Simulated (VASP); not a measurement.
# ZnAu (C2) in VASP: single point with PBE

Aim: the single point of ZnAu with PBE.

Program: VASP 6.6.1. These are calculated values, not measurements. Logs are shortened: lines on timing, memory, paths and dates and some standing lists are left out, and cuts for length are marked.

**1. The cell of the first run**

Symmetry: C2, No. 5, monoclinic system. Conventional cell: a = 4.574 Å, b = 4.663 Å, c = 3.171 Å, α = 90.00°, β = 92.19°, γ = 90.00°. Zn (site symmetry 2) has 8 Au at 2.40 to 3.27 Å and 6 Zn at 3.17 to 3.27 Å within 3.3 Å. Within 3.3 Å of Au (site symmetry 2) lie 8 Zn at 2.40 to 3.27 Å and 6 Au at 3.17 to 3.27 Å.

**2. Single point, PBE (strained and its atoms moved)**

File INCAR:

```
SYSTEM = ZnAu
ALGO = Fast
EDIFF = 1E-6
ENCUT = 520
GGA = PE
ISIF = 2
ISMEAR = 0
LASPH = .TRUE.
LCHARG = .FALSE.
LREAL = .FALSE.
LWAVE = .FALSE.
NBANDS = 18
NELM = 80
PREC = Accurate
SIGMA = 0.1
```

File KPOINTS:

```
k-points
0
G
  12 12 12
  0 0 0
```

File POSCAR:

```
ZnAu
1.0
    3.1708542600      0.0431768400      0.0431768400
    0.0431768400      3.2652642600     -0.0317217600
    0.0431768400     -0.0317217600      3.2652642600
Zn Au
1 1
Direct
    0.5000000000      0.4438269160      0.5561730840
    0.0000000000      0.0561730840     -0.0561730840
```

Potentials or basis: VASP PAW PBE potentials, release 64 (Zn, Au).

On the command line:

```bash
$ cat potpaw_PBE.64/Zn/POTCAR potpaw_PBE.64/Au/POTCAR > POTCAR
$ mpirun -np 1 vasp_std > vasp.out
```

OUTCAR:

```text
SYSTEM = ZnAu
   EDIFF = 1E-6
   ENCUT = 520
   GGA = PE
   ISIF = 2
   ISMEAR = 0
   LASPH = .TRUE.
   LREAL = .FALSE.
   NELM = 80
   PREC = Accurate

 ion  position               nearest neighbor table
   1  0.500  0.444  0.556-   2 2.40   2 2.40   2 2.78   2 2.78   2 2.88   2 2.88   2 3.27   2 3.27

   2  0.000  0.056  0.944-   1 2.40   1 2.40   1 2.78   1 2.78   1 2.88   1 2.88   1 3.27   1 3.27

  LATTYP: Found a base centered monoclinic cell.
 ALAT       =     4.5737349242
 B/A-ratio  =     1.0194386911
 C/A-ratio  =     0.6934031350
 COS(beta)  =    -0.0381268825

  Lattice vectors:

 A1 = (  -0.0431768400,  -3.2652642600,   0.0317217600)
 A2 = (  -0.0431768400,   0.0317217600,  -3.2652642600)
 A3 = (   3.1708542600,   0.0431768400,   0.0431768400)

Analysis of symmetry for initial positions (statically):
=====================================================================
 Subroutine PRICEL returns:
 Original cell was already a primitive cell.

 Routine SETGRP: Setting up the symmetry group for a
 base centered monoclinic supercell.

 Subroutine GETGRP returns: Found  2 space group operations
 (whereof  2 operations were pure point group operations)
 out of a pool of  4 trial point group operations.

The static configuration has the point symmetry C_2 .

Analysis of symmetry for dynamics (positions and initial velocities):
=====================================================================
 Subroutine PRICEL returns:
 Original cell was already a primitive cell.

 Routine SETGRP: Setting up the symmetry group for a
 base centered monoclinic supercell.

 Subroutine GETGRP returns: Found  2 space group operations
 (whereof  2 operations were pure point group operations)
 out of a pool of  4 trial point group operations.

The dynamic configuration has the point symmetry C_2 .

 Subroutine INISYM returns: Found  2 space group operations
 (whereof  2 operations are pure point group operations),
 and found     1 'primitive' translations

----------------------------------------------------------------------------------------

                                     Primitive cell

  volume of cell :      33.7920

  direct lattice vectors                    reciprocal lattice vectors
     3.170854260  0.043176840  0.043176840     0.315487151 -0.004212636 -0.004212636
     0.043176840  3.265264260 -0.031721760    -0.004212636  0.306339084  0.003031762
     0.043176840 -0.031721760  3.265264260    -0.004212636  0.003031762  0.306339084

  length of vectors
     3.171442135  3.265703783  3.265703783     0.315543396  0.306383048  0.306383048

  position of ions in fractional coordinates (direct lattice)
     0.500000000  0.443826916  0.556173084
     1.000000000  0.056173084  0.943826916

  ion indices of the primitive-cell ions
   primitive index   ion index
                 1           1
                 2           2

----------------------------------------------------------------------------------------

 KPOINTS: k-points

Automatic generation of k-mesh.
 Grid dimensions read from file:
 generate k-points for:   12   12   12

 Generating k-lattice:

  Cartesian coordinates                     Fractional coordinates (reciprocal lattice)
     0.026290596 -0.000351053 -0.000351053     0.083333333 -0.000000000 -0.000000000
    -0.000351053  0.025528257  0.000252647    -0.000000000  0.083333333  0.000000000
    -0.000351053  0.000252647  0.025528257     0.000000000  0.000000000  0.083333333

  Length of vectors
     0.026295283  0.025531921  0.025531921

  Shift w.r.t. Gamma in fractional coordinates (k-lattice)
     0.000000000  0.000000000  0.000000000

 Subroutine IBZKPT returns following result:
 ===========================================

 Found    476 irreducible k-points:

 Following reciprocal coordinates:
            Coordinates               Weight
  0.000000  0.000000  0.000000      1.000000
  0.083333 -0.000000  0.000000      2.000000
  0.166667 -0.000000 -0.000000      2.000000
  0.250000  0.000000  0.000000      2.000000
  0.333333 -0.000000  0.000000      2.000000
  0.416667  0.000000  0.000000      2.000000
[... 16 lines left out ...]
  0.250000  0.166667 -0.000000      4.000000
  0.333333  0.166667 -0.000000      4.000000
 [... further k-points ...]
   k-points           NKPTS =    476   k-points in BZ     NKDIM =    476   number of bands    NBANDS=     18
   number of dos      NEDOS =    301   number of ions     NIONS =      2
   total plane-waves  NPLWV =  13824
   dimension x,y,z NGX =    24 NGY =   24 NGZ =   24
   dimension x,y,z NGXF=    48 NGYF=   48 NGZF=   48
   ions per type =               1   1
   NGX,Y,Z   is equivalent  to a cutoff of  12.58, 12.22, 12.22 a.u.
   NGXF,Y,Z  is equivalent  to a cutoff of  25.16, 24.44, 24.44 a.u.
 SYSTEM =  ZnAu
   PREC   = accura    normal or accurate (medium, high low for compatibility)
   ISTART =      0    job   : 0-new  1-cont  2-samecut
   ICHARG =      2    charge: 1-file 2-atom 10-const
   ISPIN  =      1    spin polarized calculation?
   LNONCOLLINEAR =      F non collinear calculations
   LSORBIT =      F    spin-orbit coupling
   LASPH  =      T    aspherical Exc in radial PAW
   ENCUT  =  520.0 eV  38.22 Ry    6.18 a.u.   5.90  6.07  6.07*2*pi/ulx,y,z
   NELM   =     80;   NELMIN=  2; NELMDL= -5     # of ELM steps
   EDIFF  = 0.1E-05   stopping-criterion for ELM
   LREAL  =      F    real-space projection
[... 7 lines left out ...]
   TEBEG  =    0.0;   TEEND  =   0.0 temperature during run
   PSTRESS=    0.0 pullay stress
   NELECT =      23.0000    total number of electrons
   NUPDOWN=      -1.0000    fix difference up-down
   EMIN   =  10.00;   EMAX   =-10.00  energy-range for DOS
   EFERMI =   0.00;   METHOD = LEGACY
   ISMEAR =     0;   SIGMA  =   0.10  broadening in eV -4-tet -1-fermi 0-gaus
   EFERMI_NEDOS =   21; number of points for ismear=-14 and -15
   IALGO  =     68    algorithm
   IMIX   =      4    mixing-type and parameters
     AMIX     =   0.40;   BMIX     =  1.00
     AMIX_MAG =   1.60;   BMIX_MAG =  1.00
  volume/ion in A,a.u.               =      16.90       114.02
  Fermi-wavevector in a.u.,A,eV,Ry     =   1.440056  2.721312 28.215243  2.073762
  Thomas-Fermi vector in A             =   2.558843
   LORBIT       =      0    0 simple, 1 ext, 2 COOP (PROOUT), +10 PAW based schemes
   GGA     = PE    functional components
   LHFCALC =     F    Hartree Fock is set to
   AEXX    =    0.0000 exact exchange contribution
   IVDW    =     0    specifies the selected vdW correction
   LEPSILON=     F    determine dielectric tensor
   LRPA    =     F    only Hartree local field effects (RPA)
 non-spin polarized calculation
 RMM-DIIS sequential band-by-band and
 Gauss-broadening in eV      SIGMA  =   0.10
  energy-cutoff  :      520.00
  volume of cell :       33.79
 maximum number of plane-waves:       930
   NGX = 11   NGY = 13   NGZ = 13

 number of electron      23.0000010 magnetization

 Free energy of the ion-electron system (eV)
  ---------------------------------------------------
  ext. energy  EPLUGINS =         0.00000000
  ---------------------------------------------------
  free energy    TOTEN  =        -4.30602372 eV

  energy without entropy =       -4.30372330  energy(sigma->0) =       -4.30487351

 E-fermi :   6.1555     XC(G=0): -11.8510

 val. band max:        6.1503556879   @ k =  -0.2500  -0.4167   0.2500
 cond. band min:       6.1625041390   @ k =   0.1667  -0.3333   0.1667
 fundamental gap:      0.0121484511
 Fermi energy:         6.1555046331

 k-point     1 :       0.0000    0.0000    0.0000
  band No.  band energies     occupation
      1      -3.8147      2.00000
      2      -1.8571      2.00000
      3      -1.6464      2.00000
      4      -1.4234      2.00000
      5      -1.1699      2.00000
      6      -1.0484      2.00000
[... 10 lines left out ...]
     17      17.9751      0.00000
     18      23.9789      0.00000

 k-point     2 :       0.0833   -0.0000    0.0000
  band No.  band energies     occupation
      1      -3.6917      2.00000
      2      -1.8174      2.00000
      3      -1.6468      2.00000
      4      -1.4266      2.00000
      5      -1.1699      2.00000
      6      -1.0620      2.00000
[... 10 lines left out ...]
     17      18.7686      0.00000
     18      23.7755      0.00000

 k-point     3 :       0.1667   -0.0000   -0.0000
  band No.  band energies     occupation
      1      -3.3310      2.00000
      2      -1.7093      2.00000
      3      -1.6455      2.00000
      4      -1.4325      2.00000
      5      -1.1736      2.00000
      6      -1.1027      2.00000
[... 10 lines left out ...]
     17      20.7086      0.00000
     18      23.2666      0.00000

 k-point     4 :       0.2500    0.0000    0.0000
  band No.  band energies     occupation
      1      -2.7599      2.00000
      2      -1.6367      2.00000
      3      -1.5640      2.00000
      4      -1.4293      2.00000
      5      -1.1984      2.00000
      6      -1.1583      2.00000
[... 10 lines left out ...]
     17      21.5891      0.00000
     18      22.2480      0.00000

 k-point     5 :       0.3333   -0.0000    0.0000
  band No.  band energies     occupation
      1      -2.0501      2.00000
      2      -1.6132      2.00000
      3      -1.4539      2.00000
      4      -1.3643      2.00000
      5      -1.2760      2.00000
      6      -1.1865      2.00000
[... 10 lines left out ...]
     17      20.0086      0.00000
     18      21.0700      0.00000

 k-point     6 :       0.4167    0.0000    0.0000
  band No.  band energies     occupation
      1      -1.5713      2.00000
      2      -1.5157      2.00000
      3      -1.4047      2.00000
      4      -1.3688      2.00000
      5      -1.2412      2.00000
      6      -1.0201      2.00000
[... 307 lines left out ...]
 k-point    21 :       0.0833    0.1667   -0.0000
  band No.  band energies     occupation
      1      -3.2864      2.00000
      2      -1.7706      2.00000
      3      -1.5589      2.00000
      4      -1.4289      2.00000
      5      -1.1942      2.00000
      6      -1.0699      2.00000
[... 10 lines left out ...]
     17      19.1917      0.00000
     18      21.8611      0.00000

 k-point    22 :       0.1667    0.1667   -0.0000
  band No.  band energies     occupation
      1      -2.9613      2.00000
      2      -1.6704      2.00000
      3      -1.5541      2.00000
      4      -1.4333      2.00000
      5      -1.2115      2.00000
      6      -1.1007      2.00000
[... 10 lines left out ...]
     17      20.3034      0.00000
     18      20.9530      0.00000

 k-point    23 :       0.2500    0.1667   -0.0000
  band No.  band energies     occupation
      1      -2.4651      2.00000
      2      -1.5882      2.00000
      3      -1.5007      2.00000
      4      -1.4160      2.00000
      5      -1.2295      2.00000
      6      -1.1351      2.00000
[... 10 lines left out ...]
     17      20.0784      0.00000
     18      22.0886      0.00000

 k-point    24 :       0.3333    0.1667   -0.0000
  band No.  band energies     occupation
      1      -1.9558      2.00000
      2      -1.5651      2.00000
      3      -1.4208      2.00000
      4      -1.3516      2.00000
      5      -1.2326      2.00000
      6      -1.0640      2.00000
[... 10 lines left out ...]
     17      19.8796      0.00000
     18      21.2140      0.00000

 [... further k-points ...]
[... 5 lines left out ...]
  --------------------------------------------------------------------------------------
  -------------------------------------------------------------------------------------
  Total        2.4733661      1.1156867      1.1156867     -0.1248051     -1.8834512     -0.1248051
  in kB      117.2694767     52.8979491     52.8979491     -5.9173744    -89.2998959     -5.9173728
  external PRESSURE =      74.3551250 kB  Pullay stress =       0.0000000 kB

 VOLUME and BASIS-vectors are now :
 -----------------------------------------------------------------------------
  energy-cutoff  :      520.00
  volume of cell :       33.79
      direct lattice vectors                 reciprocal lattice vectors
     3.170854260  0.043176840  0.043176840     0.315487151 -0.004212636 -0.004212636
     0.043176840  3.265264260 -0.031721760    -0.004212636  0.306339084  0.003031762
     0.043176840 -0.031721760  3.265264260    -0.004212636  0.003031762  0.306339084

 POSITION                                       TOTAL-FORCE (eV/Angst)
 -----------------------------------------------------------------------------------
      1.62860      1.45316      1.82356         0.000000      1.560897     -1.560897
      0.04318      0.15348      3.08006         0.000000     -1.560897      1.560897
 -----------------------------------------------------------------------------------
    total drift:                                0.000002     -0.003814      0.003836

  FREE ENERGIE OF THE ION-ELECTRON SYSTEM (eV)
  ---------------------------------------------------
  free  energy   TOTEN  =        -4.3060237159 eV

  energy  without entropy=       -4.3037232979  energy(sigma->0) =       -4.30487351
```

Run time: 4 min. Hardware: 1 thread of Oxide Virtual Turin-like, shared host; peak memory 0.35 GiB.

Results:

| Item | Value |
| --- | --- |
| Free energy | -4.3060 eV |
| Pressure | 7.4 GPa |
| Largest force | 2.207 eV/Å |
| Band gap on the k mesh | zero (an odd number of electrons rules out a gap without spin polarisation) |

Forces on the atoms (eV/Å):
```
Zn   0.000  1.561 -1.561
Au   0.000 -1.561  1.561
```

Stress tensor (GPa, compression positive):
```
11.73 -0.59 -0.59
-0.59  5.29 -8.93
-0.59 -8.93  5.29
```

Caveat: the cell differs from its parent crystal (strained and its atoms moved); the stress differs along the axes, from 5 to 12 GPa; spin-orbit coupling is left out, which moves the levels of the heavy elements; forces of over 1 eV/Å act on the atoms, so gaps and moduli don't describe the material at rest.
